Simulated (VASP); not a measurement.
# Rb (Cmmm) in VASP: single point with PBE

Aim: the single point of Rb with PBE.

Program: VASP 6.6.1. These are calculated values, not measurements. Logs are shortened: lines on timing, memory, paths and dates and some standing lists are left out, and cuts for length are marked.

**1. The cell of the first run**

The structure is orthorhombic, space group Cmmm (No. 65). Conventional cell: a = 9.357 Å, b = 9.367 Å, c = 11.972 Å, α = 90.00°, β = 90.00°, γ = 90.00°.

**2. Single point, PBE**

INCAR

```
PREC = Accurate
ENCUT = 520
EDIFF = 1E-6
ISMEAR = 0
SIGMA = 0.1
LREAL = F
LASPH = T
NELM = 100
ALGO = Normal
ISIF = 2
LWAVE = F
LCHARG = F
GGA = PE
NBANDS = 30
```

KPOINTS

```
regular mesh
0
Gamma
  6 6 4
```

POSCAR

```
Rb
1.0
    4.6786706373     -4.6837315035      0.0000000000
    4.6786706373      4.6837315035      0.0000000000
    0.0000000000      0.0000000000     11.9716752715
Rb
5
Direct
    0.5000000000      0.0000000000      0.3073076963
    0.0000000000      0.5000000000      0.6926923037
    0.0000000000      0.5000000000      0.3073076963
    0.5000000000      0.0000000000      0.6926923037
    0.0000000000      0.0000000000      0.0000000000
```

Potentials or basis: VASP PAW PBE potentials, release 64 (Rb_sv).

The run is started by

```sh
cat potpaw_PBE.64/Rb_sv/POTCAR > POTCAR
mpirun -np 1 vasp_std > vasp.out
```

OUTCAR:

```text
PREC = Accurate
   ENCUT = 520
   EDIFF = 1E-6
   ISMEAR = 0
   LREAL = F
   LASPH = T
   NELM = 100
   ISIF = 2
   GGA = PE

 ion  position               nearest neighbor table
   1  0.500  0.000  0.307-   4 4.61   3 4.68   3 4.68   3 4.68   3 4.68   5 4.95   5 4.95
   2  0.000  0.500  0.693-   3 4.61   4 4.68   4 4.68   4 4.68   4 4.68   5 4.95   5 4.95
   3  0.000  0.500  0.307-   2 4.61   1 4.68   1 4.68   1 4.68   1 4.68   5 4.95   5 4.95
   4  0.500  0.000  0.693-   1 4.61   2 4.68   2 4.68   2 4.68   2 4.68   5 4.95   5 4.95
   5  0.000  0.000  0.000-   1 4.95   2 4.95   3 4.95   4 4.95   2 4.95   3 4.95   1 4.95   4 4.95

  LATTYP: Found a base centered orthorhombic cell.
 ALAT       =     9.3573412746
 B/A-ratio  =     1.0010816889
 C/A-ratio  =     1.2793885485

  Lattice vectors:

 A1 = (   4.6786706373,  -4.6837315035,   0.0000000000)
 A2 = (   4.6786706373,   4.6837315035,   0.0000000000)
 A3 = (   0.0000000000,   0.0000000000,  11.9716752715)

Analysis of symmetry for initial positions (statically):
=====================================================================
 Subroutine PRICEL returns:
 Original cell was already a primitive cell.

 Routine SETGRP: Setting up the symmetry group for a
 base centered orthorhombic supercell.

 Subroutine GETGRP returns: Found  8 space group operations
 (whereof  8 operations were pure point group operations)
 out of a pool of  8 trial point group operations.

The static configuration has the point symmetry D_2h.

Analysis of symmetry for dynamics (positions and initial velocities):
=====================================================================
 Subroutine PRICEL returns:
 Original cell was already a primitive cell.

 Routine SETGRP: Setting up the symmetry group for a
 base centered orthorhombic supercell.

 Subroutine GETGRP returns: Found  8 space group operations
 (whereof  8 operations were pure point group operations)
 out of a pool of  8 trial point group operations.

The dynamic configuration has the point symmetry D_2h.

 Subroutine INISYM returns: Found  8 space group operations
 (whereof  8 operations are pure point group operations),
 and found     1 'primitive' translations

----------------------------------------------------------------------------------------

                                     Primitive cell

  volume of cell :     524.6859

  direct lattice vectors                    reciprocal lattice vectors
     4.678670637 -4.683731503  0.000000000     0.106867963 -0.106752490  0.000000000
     4.678670637  4.683731503  0.000000000     0.106867963  0.106752490  0.000000000
     0.000000000  0.000000000 11.971675272     0.000000000  0.000000000  0.083530498

  length of vectors
     6.620219009  6.620219009 11.971675272     0.151052493  0.151052493  0.083530498

  position of ions in fractional coordinates (direct lattice)
     0.500000000  0.000000000  0.307307696
     0.000000000  0.500000000  0.692692304
     0.000000000  0.500000000  0.307307696
     0.500000000  0.000000000  0.692692304
     0.000000000  0.000000000  0.000000000

  ion indices of the primitive-cell ions
   primitive index   ion index
                 1           1
                 2           2
                 3           3
                 4           4
                 5           5

----------------------------------------------------------------------------------------

 KPOINTS: regular mesh

Automatic generation of k-mesh.
 Grid dimensions read from file:
 generate k-points for:    6    6    4

 Generating k-lattice:

  Cartesian coordinates                     Fractional coordinates (reciprocal lattice)
     0.017811327 -0.017792082  0.000000000     0.166666667  0.000000000  0.000000000
     0.017811327  0.017792082  0.000000000     0.000000000  0.166666667  0.000000000
     0.000000000  0.000000000  0.020882625     0.000000000  0.000000000  0.250000000

  Length of vectors
     0.025175415  0.025175415  0.020882625

  Shift w.r.t. Gamma in fractional coordinates (k-lattice)
     0.000000000  0.000000000  0.000000000

 Subroutine IBZKPT returns following result:
 ===========================================

 Found     39 irreducible k-points:

 Following reciprocal coordinates:
            Coordinates               Weight
  0.000000  0.000000  0.000000      1.000000
  0.166667 -0.000000  0.000000      4.000000
  0.333333  0.000000  0.000000      4.000000
  0.500000  0.000000  0.000000      2.000000
  0.166667  0.166667  0.000000      2.000000
  0.333333  0.166667  0.000000      4.000000
[... 16 lines left out ...]
  0.333333  0.333333  0.250000      4.000000
  0.500000  0.333333  0.250000      8.000000
 [... further k-points ...]
   k-points           NKPTS =     39   k-points in BZ     NKDIM =     39   number of bands    NBANDS=     30
   number of dos      NEDOS =    301   number of ions     NIONS =      5
   total plane-waves  NPLWV = 225000
   dimension x,y,z NGX =    50 NGY =   50 NGZ =   90
   dimension x,y,z NGXF=   100 NGYF=  100 NGZF=  180
   ions per type =               5
   NGX,Y,Z   is equivalent  to a cutoff of  12.56, 12.56, 12.50 a.u.
   NGXF,Y,Z  is equivalent  to a cutoff of  25.11, 25.11, 25.00 a.u.
 SYSTEM =  unknown system
   PREC   = accura    normal or accurate (medium, high low for compatibility)
   ISTART =      0    job   : 0-new  1-cont  2-samecut
   ICHARG =      2    charge: 1-file 2-atom 10-const
   ISPIN  =      1    spin polarized calculation?
   LNONCOLLINEAR =      F non collinear calculations
   LSORBIT =      F    spin-orbit coupling
   LASPH  =      T    aspherical Exc in radial PAW
   ENCUT  =  520.0 eV  38.22 Ry    6.18 a.u.  12.31 12.31 22.26*2*pi/ulx,y,z
   NELM   =    100;   NELMIN=  2; NELMDL= -5     # of ELM steps
   EDIFF  = 0.1E-05   stopping-criterion for ELM
   LREAL  =      F    real-space projection
   EDIFFG = 0.1E-04   stopping-criterion for IOM
   NSW    =      0    number of steps for IOM
   IBRION =     -1    ionic relax: 0-MD 1-quasi-New 2-CG
   NFREE  =      0    steps in history (QN), initial steepest desc. (CG)
   ISIF   =      2    stress and relaxation
   ISYM   =      2    0-nonsym 1-usesym 2-fastsym
   POTIM  = 0.5000    time-step for ionic-motion
   TEBEG  =    0.0;   TEEND  =   0.0 temperature during run
   PSTRESS=    0.0 pullay stress
   NELECT =      45.0000    total number of electrons
   NUPDOWN=      -1.0000    fix difference up-down
   EMIN   =  10.00;   EMAX   =-10.00  energy-range for DOS
   EFERMI =   0.00;   METHOD = LEGACY
   ISMEAR =     0;   SIGMA  =   0.10  broadening in eV -4-tet -1-fermi 0-gaus
   EFERMI_NEDOS =   21; number of points for ismear=-14 and -15
   IALGO  =     38    algorithm
   IMIX   =      4    mixing-type and parameters
     AMIX     =   0.40;   BMIX     =  1.00
     AMIX_MAG =   1.60;   BMIX_MAG =  1.00
  volume/ion in A,a.u.               =     104.94       708.15
  Fermi-wavevector in a.u.,A,eV,Ry     =   0.721959  1.364305  7.091694  0.521225
  Thomas-Fermi vector in A             =   1.811800
   LORBIT       =      0    0 simple, 1 ext, 2 COOP (PROOUT), +10 PAW based schemes
   GGA     = PE    functional components
   LHFCALC =     F    Hartree Fock is set to
   AEXX    =    0.0000 exact exchange contribution
   IVDW    =     0    specifies the selected vdW correction
   LEPSILON=     F    determine dielectric tensor
   LRPA    =     F    only Hartree local field effects (RPA)
 non-spin polarized calculation
 Gauss-broadening in eV      SIGMA  =   0.10
  energy-cutoff  :      520.00
  volume of cell :      524.69
 maximum number of plane-waves:     14179
 NGX is ok and might be reduce to    50
   NGX = 25   NGY = 25   NGZ = 45

 number of electron      45.0000001 magnetization

 Free energy of the ion-electron system (eV)
  ---------------------------------------------------
  ext. energy  EPLUGINS =         0.00000000
  ---------------------------------------------------
  free energy    TOTEN  =        -4.18570839 eV

  energy without entropy =       -4.15735499  energy(sigma->0) =       -4.17153169

 E-fermi :  -0.2251     XC(G=0):  -5.0906

 val. band max:       -0.2581792299   @ k =   0.5000   0.5000   0.2500
 cond. band min:      -0.2243762662   @ k =   0.5000   0.1667   0.2500
 fundamental gap:      0.0338029637
 Fermi energy:        -0.2251485433

 k-point     1 :       0.0000    0.0000    0.0000
  band No.  band energies     occupation
      1     -29.3323      2.00000
      2     -29.3299      2.00000
      3     -29.3249      2.00000
      4     -29.3227      2.00000
      5     -29.3155      2.00000
      6     -13.4626      2.00000
[... 22 lines left out ...]
     29       1.6395      0.00000
     30       1.7954      0.00000

 k-point     2 :       0.1667   -0.0000    0.0000
  band No.  band energies     occupation
      1     -29.3317      2.00000
      2     -29.3294      2.00000
      3     -29.3253      2.00000
      4     -29.3232      2.00000
      5     -29.3155      2.00000
      6     -13.4590      2.00000
[... 22 lines left out ...]
     29       1.7063      0.00000
     30       1.8132      0.00000

 k-point     3 :       0.3333    0.0000    0.0000
  band No.  band energies     occupation
      1     -29.3304      2.00000
      2     -29.3281      2.00000
      3     -29.3267      2.00000
      4     -29.3245      2.00000
      5     -29.3156      2.00000
      6     -13.4571      2.00000
[... 22 lines left out ...]
     29       1.8165      0.00000
     30       1.9198      0.00000

 k-point     4 :       0.5000    0.0000    0.0000
  band No.  band energies     occupation
      1     -29.3286      2.00000
      2     -29.3285      2.00000
      3     -29.3263      2.00000
      4     -29.3263      2.00000
      5     -29.3156      2.00000
      6     -13.4561      2.00000
[... 22 lines left out ...]
     29       1.8490      0.00000
     30       1.9209      0.00000

 k-point     5 :       0.1667    0.1667    0.0000
  band No.  band energies     occupation
      1     -29.3313      2.00000
      2     -29.3290      2.00000
      3     -29.3258      2.00000
      4     -29.3236      2.00000
      5     -29.3156      2.00000
      6     -13.4648      2.00000
[... 22 lines left out ...]
     29       1.4697      0.00000
     30       1.5671      0.00000
[... 526 lines left out ...]
     29       1.3984      0.00000
     30       1.6203      0.00000

 k-point    22 :      -0.1667    0.1667    0.2500
  band No.  band energies     occupation
      1     -29.3313      2.00000
      2     -29.3291      2.00000
      3     -29.3258      2.00000
      4     -29.3236      2.00000
      5     -29.3155      2.00000
      6     -13.4648      2.00000
[... 22 lines left out ...]
     29       1.3987      0.00000
     30       1.7118      0.00000

 k-point    23 :       0.3333    0.3333    0.2500
  band No.  band energies     occupation
      1     -29.3294      2.00000
      2     -29.3276      2.00000
      3     -29.3272      2.00000
      4     -29.3254      2.00000
      5     -29.3156      2.00000
      6     -13.4716      2.00000
[... 22 lines left out ...]
     29       1.1328      0.00000
     30       1.4354      0.00000

 k-point    24 :       0.5000    0.3333    0.2500
  band No.  band energies     occupation
      1     -29.3285      2.00000
      2     -29.3284      2.00000
      3     -29.3263      2.00000
      4     -29.3263      2.00000
      5     -29.3156      2.00000
      6     -13.4689      2.00000
[... 22 lines left out ...]
     29       0.9603      0.00000
     30       1.1717      0.00000

 [... further k-points ...]

------------------------ aborting loop because EDIFF is reached ----------------------------------------

  FORCE on cell =-STRESS in cart. coord.  units (eV):
  Direction    XX          YY          ZZ          XY          YZ          ZX
  --------------------------------------------------------------------------------------
  -------------------------------------------------------------------------------------
  Total        0.0028730     -0.0108741      0.0292826      0.0000000      0.0000000      0.0000000
  in kB        0.0087730     -0.0332049      0.0894172      0.0000000      0.0000000      0.0000000
  external PRESSURE =       0.0216618 kB  Pullay stress =       0.0000000 kB

 VOLUME and BASIS-vectors are now :
 -----------------------------------------------------------------------------
  energy-cutoff  :      520.00
  volume of cell :      524.69
      direct lattice vectors                 reciprocal lattice vectors
     4.678670637 -4.683731503  0.000000000     0.106867963 -0.106752490  0.000000000
     4.678670637  4.683731503  0.000000000     0.106867963  0.106752490  0.000000000
     0.000000000  0.000000000 11.971675272     0.000000000  0.000000000  0.083530498

 POSITION                                       TOTAL-FORCE (eV/Angst)
 -----------------------------------------------------------------------------------
      2.33934     -2.34187      3.67899         0.000000      0.000000     -0.000751
      2.33934      2.34187      8.29269         0.000000     -0.000000      0.000751
      2.33934      2.34187      3.67899        -0.000000     -0.000000     -0.000751
      2.33934     -2.34187      8.29269        -0.000000      0.000000      0.000751
      0.00000      0.00000      0.00000        -0.000000     -0.000000     -0.000000
 -----------------------------------------------------------------------------------
    total drift:                                0.000000     -0.000000      0.000000

  FREE ENERGIE OF THE ION-ELECTRON SYSTEM (eV)
  ---------------------------------------------------
  free  energy   TOTEN  =        -4.1857083917 eV

  energy  without entropy=       -4.1573549899  energy(sigma->0) =       -4.17153169
```

Wall time 5.3 min (1 thread of AMD EPYC 9R45 (Zen 5), shared host); peak memory 0.71 GiB.

What came out:

```yaml
Free_energy: -4.1857 eV
Pressure: 0.0 GPa
```
